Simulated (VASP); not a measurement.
Write the native input for VASP 6.6.1 that does the following.

```
Task                   : relaxation of cell and atoms
Functional             : PBE
Potentials or basis    : VASP PAW PBE potentials, release 64 (C)
Cutoff                 : 600 eV
k mesh                 : 6 × 6 × 4
Occupations            : gaussian, width 0.1 eV
Spin                   : no spin polarisation
Dipole correction      : no
Further INCAR settings : ALGO = Normal; EDIFF = 1e-07; IBRION = 2; EDIFFG = -0.04; NSW = 90; ISIF = 3
```

The structure of C lies in POSCAR:

```
C
1.0
    3.4734310300      0.0000000000      0.0000000000
    0.0000000000      3.4734310300      0.0000000000
    0.0000000000      0.0000000000      4.2900539000
C
8
Direct
    0.7819384900      0.5000000000      0.1809069100
    0.5000000000      0.7819384900      0.6809069100
    0.5000000000      0.2180615100      0.6809069100
    0.7819384900      0.5000000000      0.8190930900
    0.2180615100      0.5000000000      0.8190930900
    0.2180615100      0.5000000000      0.1809069100
    0.5000000000      0.7819384900      0.3190930900
    0.5000000000      0.2180615100      0.3190930900
```

One way to write it, as run:

INCAR

```
SYSTEM = C
PREC = Accurate ; ENCUT = 600
EDIFF = 1E-7 ; ISMEAR = 0
SIGMA = 0.1 ; LREAL = .FALSE.
LASPH = .TRUE. ; NELM = 80
ALGO = Normal ; ISIF = 3
LWAVE = .FALSE. ; LCHARG = .FALSE.
GGA = PE ; IBRION = 2
NSW = 90 ; EDIFFG = -0.04
```

KPOINTS

```
regular mesh
0
G
  6 6 4
  0 0 0
```

Potentials or basis: VASP PAW PBE potentials, release 64 (C).

Command:

```bash
$ cat potpaw_PBE.64/C/POTCAR > POTCAR
$ mpirun -np 1 vasp_std > vasp.out
```

Results of the run:

```yaml
Relaxed_volume: 6.93 Å³/atom
Relaxed_cell: a = 3.573 Å, b = 3.573 Å, c = 4.339 Å, α = 90.00°, β = 90.00°, γ = 90.00°
Space_group_after_relaxing_to_0.05_Å: P4_2/mmc (No. 131)
Energy_gained_by_relaxing: 47.5 meV/atom
Ionic_steps: 9
Pressure_after_relaxing: 0.0 GPa
Largest_force_after_relaxing: 0.016 eV/Å
Band_gap_on_the_k_mesh: 1.72 eV, indirect (least direct gap 2.23 eV)
```

It took 2.7 min on 1 thread of Intel Xeon 6975P-C (shared host), peak memory 0.18 GiB.
